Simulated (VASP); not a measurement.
# CaO (Fm-3m) in VASP: settings compared

Aim: see how the results for CaO move with the level of theory and the settings. Levels: r2SCAN, RPBE, LDA. Tasks: single point.

Program: VASP 6.6.1. These are calculated values, not measurements. Logs are shortened: lines on timing, memory, paths and dates and some standing lists are left out, and cuts for length are marked.

## Step 1: The cell of the first run

The structure is cubic, space group Fm-3m (No. 225). The conventional cell has a = 4.742 Å, b = 4.742 Å, c = 4.742 Å, α = 90.00°, β = 90.00°, γ = 90.00°. Within 3.1 Å of Ca (site symmetry m-3m) lie 6 O at 2.37 Å. Within 3.1 Å of O (site symmetry m-3m) lie 6 Ca at 2.37 Å.

## Step 2: Single point, r2SCAN

POSCAR reads:

```
CaO
1.0
    0.0000000000      2.3710712315      2.3710712315
    2.3710712315      0.0000000000      2.3710712315
    2.3710712315      2.3710712315      0.0000000000
Ca O
1 1
Direct
    0.0000000000      0.0000000000      0.0000000000
    0.5000000000      0.5000000000      0.5000000000
```

INCAR.step1 reads:

```
PREC = Accurate
ENCUT = 520
ISMEAR = -1
SIGMA = 0.05
LREAL = False
LASPH = True
NELM = 100
NBANDS = 15
GGA = PE
ALGO = Normal
EDIFF = 1E-4
LWAVE = True
LCHARG = False
```

INCAR.step2 reads:

```
PREC = Accurate
ENCUT = 520
EDIFF = 1E-6
ISMEAR = -1
SIGMA = 0.05
LREAL = False
LASPH = True
NELM = 100
ALGO = Normal
ISIF = 2
LWAVE = False
LCHARG = False
METAGGA = R2SCAN
LMIXTAU = True
NBANDS = 15
ISTART = 1
```

KPOINTS reads:

```
Automatic mesh
0
Gamma
  10 10 10
```

Potentials or basis: VASP PAW PBE potentials, release 64 (Ca_sv, O).

Started as:

```
$ cat potpaw_PBE.64/Ca_sv/POTCAR potpaw_PBE.64/O/POTCAR > POTCAR
$ cp INCAR.step1 INCAR
$ mpirun -np 1 vasp_std > vasp.out
$ cp INCAR.step2 INCAR
$ mpirun -np 1 vasp_std > vasp.out
```

OUTCAR:

```text
PREC = Accurate
   ENCUT = 520
   EDIFF = 1E-6
   ISMEAR = -1
   LREAL = False
   LASPH = True
   NELM = 100
   ISIF = 2
   METAGGA = R2SCAN
   ISTART = 1

 ion  position               nearest neighbor table
   1  0.000  0.000  0.000-   2 2.37   2 2.37   2 2.37   2 2.37   2 2.37   2 2.37
   2  0.500  0.500  0.500-   1 2.37   1 2.37   1 2.37   1 2.37   1 2.37   1 2.37

  LATTYP: Found a face centered cubic cell.
 ALAT       =     4.7421424630

  Lattice vectors:

 A1 = (   0.0000000000,   2.3710712315,   2.3710712315)
 A2 = (   2.3710712315,   0.0000000000,   2.3710712315)
 A3 = (   2.3710712315,   2.3710712315,   0.0000000000)

Analysis of symmetry for initial positions (statically):
=====================================================================
 Subroutine PRICEL returns:
 Original cell was already a primitive cell.

 Routine SETGRP: Setting up the symmetry group for a
 face centered cubic supercell.

 Subroutine GETGRP returns: Found 48 space group operations
 (whereof 48 operations were pure point group operations)
 out of a pool of 48 trial point group operations.

The static configuration has the point symmetry O_h .

Analysis of symmetry for dynamics (positions and initial velocities):
=====================================================================
 Subroutine PRICEL returns:
 Original cell was already a primitive cell.

 Routine SETGRP: Setting up the symmetry group for a
 face centered cubic supercell.

 Subroutine GETGRP returns: Found 48 space group operations
 (whereof 48 operations were pure point group operations)
 out of a pool of 48 trial point group operations.

The dynamic configuration has the point symmetry O_h .

 Subroutine INISYM returns: Found 48 space group operations
 (whereof 48 operations are pure point group operations),
 and found     1 'primitive' translations

----------------------------------------------------------------------------------------

                                     Primitive cell

  volume of cell :      26.6602

  direct lattice vectors                    reciprocal lattice vectors
     0.000000000  2.371071232  2.371071232    -0.210875149  0.210875149  0.210875149
     2.371071232  0.000000000  2.371071232     0.210875149 -0.210875149  0.210875149
     2.371071232  2.371071232  0.000000000     0.210875149  0.210875149 -0.210875149

  length of vectors
     3.353201093  3.353201093  3.353201093     0.365246473  0.365246473  0.365246473

  position of ions in fractional coordinates (direct lattice)
     0.000000000  0.000000000  0.000000000
     0.500000000  0.500000000  0.500000000

  ion indices of the primitive-cell ions
   primitive index   ion index
                 1           1
                 2           2

----------------------------------------------------------------------------------------

 KPOINTS: Automatic mesh

Automatic generation of k-mesh.
 Grid dimensions read from file:
 generate k-points for:   10   10   10

 Generating k-lattice:

  Cartesian coordinates                     Fractional coordinates (reciprocal lattice)
    -0.021087515  0.021087515  0.021087515     0.100000000  0.000000000  0.000000000
     0.021087515 -0.021087515  0.021087515     0.000000000  0.100000000  0.000000000
     0.021087515  0.021087515 -0.021087515     0.000000000  0.000000000  0.100000000

  Length of vectors
     0.036524647  0.036524647  0.036524647

  Shift w.r.t. Gamma in fractional coordinates (k-lattice)
     0.000000000  0.000000000  0.000000000

 Subroutine IBZKPT returns following result:
 ===========================================

 Found     47 irreducible k-points:

 Following reciprocal coordinates:
            Coordinates               Weight
  0.000000  0.000000  0.000000      1.000000
  0.100000  0.000000  0.000000      8.000000
  0.200000  0.000000  0.000000      8.000000
  0.300000  0.000000  0.000000      8.000000
  0.400000  0.000000  0.000000      8.000000
  0.500000  0.000000  0.000000      4.000000
[... 16 lines left out ...]
  0.300000  0.300000  0.000000      6.000000
  0.400000  0.300000  0.000000     24.000000
 [... further k-points ...]
   k-points           NKPTS =     47   k-points in BZ     NKDIM =     47   number of bands    NBANDS=     15
   number of dos      NEDOS =    301   number of ions     NIONS =      2
   total plane-waves  NPLWV =  21952
   dimension x,y,z NGX =    28 NGY =   28 NGZ =   28
   dimension x,y,z NGXF=    56 NGYF=   56 NGZF=   56
   ions per type =               1   1
   NGX,Y,Z   is equivalent  to a cutoff of  13.88, 13.88, 13.88 a.u.
   NGXF,Y,Z  is equivalent  to a cutoff of  27.76, 27.76, 27.76 a.u.
 SYSTEM =  unknown system
   PREC   = accura    normal or accurate (medium, high low for compatibility)
   ISTART =      1    job   : 0-new  1-cont  2-samecut
   ICHARG =      0    charge: 1-file 2-atom 10-const
   ISPIN  =      1    spin polarized calculation?
   LNONCOLLINEAR =      F non collinear calculations
   LSORBIT =      F    spin-orbit coupling
   LASPH  =      T    aspherical Exc in radial PAW
   ENCUT  =  520.0 eV  38.22 Ry    6.18 a.u.   6.23  6.23  6.23*2*pi/ulx,y,z
   NELM   =    100;   NELMIN=  2; NELMDL=  0     # of ELM steps
   EDIFF  = 0.1E-05   stopping-criterion for ELM
   LREAL  =      F    real-space projection
   EDIFFG = 0.1E-04   stopping-criterion for IOM
   NSW    =      0    number of steps for IOM
   IBRION =     -1    ionic relax: 0-MD 1-quasi-New 2-CG
   NFREE  =      0    steps in history (QN), initial steepest desc. (CG)
   ISIF   =      2    stress and relaxation
   ISYM   =      2    0-nonsym 1-usesym 2-fastsym
   POTIM  = 0.5000    time-step for ionic-motion
   TEBEG  =    0.0;   TEEND  =   0.0 temperature during run
   PSTRESS=    0.0 pullay stress
   NELECT =      16.0000    total number of electrons
   NUPDOWN=      -1.0000    fix difference up-down
   EMIN   =  10.00;   EMAX   =-10.00  energy-range for DOS
   EFERMI =   0.00;   METHOD = LEGACY
   ISMEAR =    -1;   SIGMA  =   0.05  broadening in eV -4-tet -1-fermi 0-gaus
   EFERMI_NEDOS =   21; number of points for ismear=-14 and -15
   IALGO  =     38    algorithm
   IMIX   =      4    mixing-type and parameters
     AMIX     =   0.40;   BMIX     =  1.00
     AMIX_MAG =   1.60;   BMIX_MAG =  1.00
  volume/ion in A,a.u.               =      13.33        89.96
  Fermi-wavevector in a.u.,A,eV,Ry     =   1.380894  2.609511 25.944503  1.906867
  Thomas-Fermi vector in A             =   2.505728
   LORBIT       =      0    0 simple, 1 ext, 2 COOP (PROOUT), +10 PAW based schemes
   METAGGA = R2SCAN    functional components
   LHFCALC =     F    Hartree Fock is set to
   AEXX    =    0.0000 exact exchange contribution
   IVDW    =     0    specifies the selected vdW correction
   LEPSILON=     F    determine dielectric tensor
   LRPA    =     F    only Hartree local field effects (RPA)
 non-spin polarized calculation
  energy-cutoff  :      520.00
  volume of cell :       26.66
 maximum number of plane-waves:       728
 NGX is ok and might be reduce to    28
   NGX = 13   NGY = 13   NGZ = 13

 number of electron      15.9999997 magnetization

 Free energy of the ion-electron system (eV)
  ---------------------------------------------------
  ext. energy  EPLUGINS =         0.00000000
  ---------------------------------------------------
  free energy    TOTEN  =       -19.43408288 eV

  energy without entropy =      -19.43408288  energy(sigma->0) =      -19.43408288

 E-fermi :   3.3461     XC(G=0): -11.2899

 val. band max:        2.2470144020   @ k =   0.0000   0.0000   0.0000
 cond. band min:       6.4213995069   @ k =   0.5000   0.5000   0.0000
 fundamental gap:      4.1743851049
 Fermi energy:         3.3461140930

 k-point     1 :       0.0000    0.0000    0.0000
  band No.  band energies     occupation
      1     -36.6409      2.00000
      2     -16.5017      2.00000
      3     -16.5017      2.00000
      4     -16.5017      2.00000
      5     -14.3049      2.00000
      6       2.2470      2.00000
      7       2.2470      2.00000
      8       2.2470      2.00000
      9       8.0250      0.00000
     10       9.1991      0.00000
     11       9.1992      0.00000
     12       9.1992      0.00000
     13      10.8664      0.00000
     14      10.8664      0.00000
     15      18.2872      0.00000

 k-point     2 :       0.1000    0.0000    0.0000
  band No.  band energies     occupation
      1     -36.6294      2.00000
      2     -16.7043      2.00000
      3     -16.5071      2.00000
      4     -16.5071      2.00000
      5     -14.0978      2.00000
      6       1.8931      2.00000
      7       2.0994      2.00000
      8       2.0994      2.00000
      9       8.4840      0.00000
     10       9.1640      0.00000
     11       9.3836      0.00000
     12       9.3836      0.00000
     13      11.1275      0.00000
     14      11.1275      0.00000
     15      18.7302      0.00000

 k-point     3 :       0.2000    0.0000    0.0000
  band No.  band energies     occupation
      1     -36.5992      2.00000
      2     -17.1256      2.00000
      3     -16.5212      2.00000
      4     -16.5212      2.00000
      5     -13.6638      2.00000
      6       1.1130      2.00000
      7       1.7444      2.00000
      8       1.7444      2.00000
      9       9.1473      0.00000
     10       9.6043      0.00000
     11       9.8940      0.00000
     12       9.8940      0.00000
     13      11.8053      0.00000
     14      11.8053      0.00000
     15      19.4408      0.00000

 k-point     4 :       0.3000    0.0000    0.0000
  band No.  band energies     occupation
      1     -36.5614      2.00000
      2     -17.5352      2.00000
      3     -16.5384      2.00000
      4     -16.5384      2.00000
      5     -13.2366      2.00000
      6       0.3151      2.00000
      7       1.3542      2.00000
      8       1.3542      2.00000
      9       9.4147      0.00000
     10      10.5984      0.00000
     11      10.5984      0.00000
     12      10.7830      0.00000
     13      12.6660      0.00000
     14      12.6660      0.00000
     15      19.1366      0.00000
[... 307 lines left out ...]
 k-point    22 :      -0.2000    0.2000    0.0000
  band No.  band energies     occupation
      1     -36.5489      2.00000
      2     -17.4638      2.00000
      3     -16.7024      2.00000
      4     -16.5258      2.00000
      5     -13.2717      2.00000
      6       0.2990      2.00000
      7       1.1888      2.00000
      8       1.6304      2.00000
      9       9.1325      0.00000
     10      10.3855      0.00000
     11      10.4266      0.00000
     12      11.3169      0.00000
     13      12.9704      0.00000
     14      13.2241      0.00000
     15      19.5223      0.00000

 k-point    23 :       0.3000    0.3000    0.0000
  band No.  band energies     occupation
      1     -36.5372      2.00000
      2     -17.2425      2.00000
      3     -16.6717      2.00000
      4     -16.6717      2.00000
      5     -13.6659      2.00000
      6       0.4688      2.00000
      7       1.9080      2.00000
      8       1.9080      2.00000
      9       7.1706      0.00000
     10      10.3848      0.00000
     11      11.6425      0.00000
     12      11.7415      0.00000
     13      11.7415      0.00000
     14      13.8587      0.00000
     15      21.2530      0.00000

 k-point    24 :       0.4000    0.3000    0.0000
  band No.  band energies     occupation
      1     -36.5136      2.00000
      2     -17.3026      2.00000
      3     -16.7297      2.00000
      4     -16.6973      2.00000
      5     -13.6871      2.00000
      6       0.5509      2.00000
      7       1.6926      2.00000
      8       1.7905      2.00000
      9       7.1341      0.00000
     10      10.9519      0.00000
     11      11.9888      0.00000
     12      12.0661      0.00000
     13      12.2014      0.00000
     14      14.2858      0.00000
     15      19.4953      0.00000

 [... further k-points ...]

------------------------ aborting loop because EDIFF is reached ----------------------------------------

  FORCE on cell =-STRESS in cart. coord.  units (eV):
  Direction    XX          YY          ZZ          XY          YZ          ZX
  --------------------------------------------------------------------------------------
  -------------------------------------------------------------------------------------
  Total        0.8968275      0.8968275      0.8968275     -0.0000000     -0.0000000      0.0000000
  in kB       53.8958970     53.8958970     53.8958970     -0.0000000     -0.0000000      0.0000000
  external PRESSURE =      53.8958970 kB  Pullay stress =       0.0000000 kB

 VOLUME and BASIS-vectors are now :
 -----------------------------------------------------------------------------
  energy-cutoff  :      520.00
  volume of cell :       26.66
      direct lattice vectors                 reciprocal lattice vectors
     0.000000000  2.371071232  2.371071232    -0.210875149  0.210875149  0.210875149
     2.371071232  0.000000000  2.371071232     0.210875149 -0.210875149  0.210875149
     2.371071232  2.371071232  0.000000000     0.210875149  0.210875149 -0.210875149

 POSITION                                       TOTAL-FORCE (eV/Angst)
 -----------------------------------------------------------------------------------
      0.00000      0.00000      0.00000        -0.000000      0.000000      0.000000
      2.37107      2.37107      2.37107         0.000000      0.000000     -0.000000
 -----------------------------------------------------------------------------------
    total drift:                                0.000000      0.000000      0.000000

  FREE ENERGIE OF THE ION-ELECTRON SYSTEM (eV)
  ---------------------------------------------------
  free  energy   TOTEN  =       -19.4340828754 eV

  energy  without entropy=      -19.4340828754  energy(sigma->0) =      -19.43408288
```

Wall time 2.1 min (1 thread of Intel Xeon 8259CL, shared host); peak memory 0.18 GiB.

Results:

* Free energy: -19.4341 eV
* Pressure: 5.4 GPa
* Band gap on the k mesh: 4.17 eV (least direct gap 4.54 eV)

Caveat: the cell stands under pressure; the PAW data sets were made with another functional, which shifts forces and pressure a little. A k mesh can miss the band edges.

## Step 3: Single point, r2SCAN

This run uses another cell than the first one, of 13.61 Å³/atom.

POSCAR reads:

```
CaO
1.0
    0.0000000000      2.3874239637      2.3874239637
    2.3874239637      0.0000000000      2.3874239637
    2.3874239637      2.3874239637      0.0000000000
Ca O
1 1
Direct
    0.0000000000      0.0000000000      0.0000000000
    0.5000000000      0.5000000000      0.5000000000
```

INCAR.step1 reads:

```
ALGO = Normal ; EDIFF = 1E-4
ENCUT = 520 ; GGA = PE
ISMEAR = -1 ; LASPH = T
LCHARG = F ; LREAL = F
LWAVE = T ; NBANDS = 15
NELM = 100 ; PREC = Accurate
SIGMA = 0.05
```

INCAR.step2 reads:

```
ALGO = Normal ; EDIFF = 1E-6
ENCUT = 520 ; ISIF = 2
ISMEAR = -1 ; ISTART = 1
LASPH = T ; LCHARG = F
LMIXTAU = T ; LREAL = F
LWAVE = F ; METAGGA = R2SCAN
NBANDS = 15 ; NELM = 100
PREC = Accurate ; SIGMA = 0.05
```

KPOINTS reads:

```
k-points
0
Gamma
  10 10 10
```

Potentials or basis: VASP PAW PBE potentials, release 64 (Ca_sv, O).

Started as:

```
$ cat potpaw_PBE.64/Ca_sv/POTCAR potpaw_PBE.64/O/POTCAR > POTCAR
$ cp INCAR.step1 INCAR
$ mpirun -np 1 vasp_std > vasp.out
$ cp INCAR.step2 INCAR
$ mpirun -np 1 vasp_std > vasp.out
```

It took 2.3 min on 1 thread of Intel Xeon 8259CL, shared host; peak memory 0.17 GiB.

The run converged. Its results:

| Quantity | Value |
| --- | --- |
| Free energy | -19.4487 eV |
| Pressure | 2.6 GPa |
| Band gap on the k mesh | 4.18 eV (least direct gap 4.55 eV) |

Levels at points of the mesh, in eV from the valence-band top:
| k point | band 5 | band 6 | band 7 | band 8 | band 9 | band 10 | band 11 | band 12 |
| --- | --- | --- | --- | --- | --- | --- | --- | --- |
| (0.00, 0.00, 0.00) | -16.51 | 0.00 | 0.00 | 0.00 | 5.60 | 6.90 | 6.90 | 6.90 |
| (0.50, 0.00, 0.00) | -15.14 | -2.65 | -1.24 | -1.24 | 7.79 | 9.16 | 9.16 | 9.37 |
| (0.50, 0.50, 0.00) | -16.29 | -1.28 | -0.37 | -0.37 | 4.18 | 8.91 | 9.74 | 10.37 |

Caveat: the PAW data sets were made with another functional, which shifts forces and pressure a little. A k mesh can miss the band edges.

## Step 4: Single point, r2SCAN

This run uses another cell than the first one, of 14.16 Å³/atom.

POSCAR reads:

```
CaO
1.0
    0.0000000000      2.4194737473      2.4194737473
    2.4194737473      0.0000000000      2.4194737473
    2.4194737473      2.4194737473      0.0000000000
Ca O
1 1
Direct
    0.0000000000      0.0000000000      0.0000000000
    0.5000000000      0.5000000000      0.5000000000
```

INCAR.step1 reads:

```
SYSTEM = CaO
PREC = Accurate ; ENCUT = 520
ISMEAR = -1 ; SIGMA = 0.05
LREAL = .FALSE. ; LASPH = .TRUE.
NELM = 100 ; NBANDS = 15
GGA = PE ; ALGO = Normal
EDIFF = 1E-4 ; LWAVE = .TRUE.
LCHARG = .FALSE.
```

INCAR.step2 reads:

```
SYSTEM = CaO
PREC = Accurate ; ENCUT = 520
EDIFF = 1E-6 ; ISMEAR = -1
SIGMA = 0.05 ; LREAL = .FALSE.
LASPH = .TRUE. ; NELM = 100
ALGO = Normal ; ISIF = 2
LWAVE = .FALSE. ; LCHARG = .FALSE.
METAGGA = R2SCAN ; LMIXTAU = .TRUE.
NBANDS = 15 ; ISTART = 1
```

KPOINTS reads:

```
regular mesh
0
G
  10 10 10
  0 0 0
```

Started as:

```
$ cat potpaw_PBE.64/Ca_sv/POTCAR potpaw_PBE.64/O/POTCAR > POTCAR
$ cp INCAR.step1 INCAR
$ mpirun -np 1 vasp_std > vasp.out
$ cp INCAR.step2 INCAR
$ mpirun -np 1 vasp_std > vasp.out
```

It took 2.3 min on 1 thread of Intel Xeon 8259CL, shared host; peak memory 0.17 GiB.

The run converged. Its results:

* Free energy: -19.4514 eV
* Pressure: -2.1 GPa
* Band gap on the k mesh: 4.19 eV (least direct gap 4.57 eV)

Levels at points of the mesh, in eV from the valence-band top:
```tsv
k point	band 4	band 5	band 6	band 7	band 8	band 9	band 10	band 11	band 12	band 13
(0.00, 0.00, 0.00)	-19.05	-16.43	0.00	0.00	0.00	5.26	6.80	6.80	6.80	8.36
(0.50, 0.00, 0.00)	-19.10	-15.25	-2.56	-1.16	-1.16	7.60	8.93	8.93	9.05	11.02
(0.50, 0.50, 0.00)	-19.26	-16.21	-1.30	-0.38	-0.38	4.19	8.61	9.51	10.10	10.10
```

Caveat: the PAW data sets were made with another functional, which shifts forces and pressure a little. A k mesh can miss the band edges.

(Continued in part 2 of 2.)
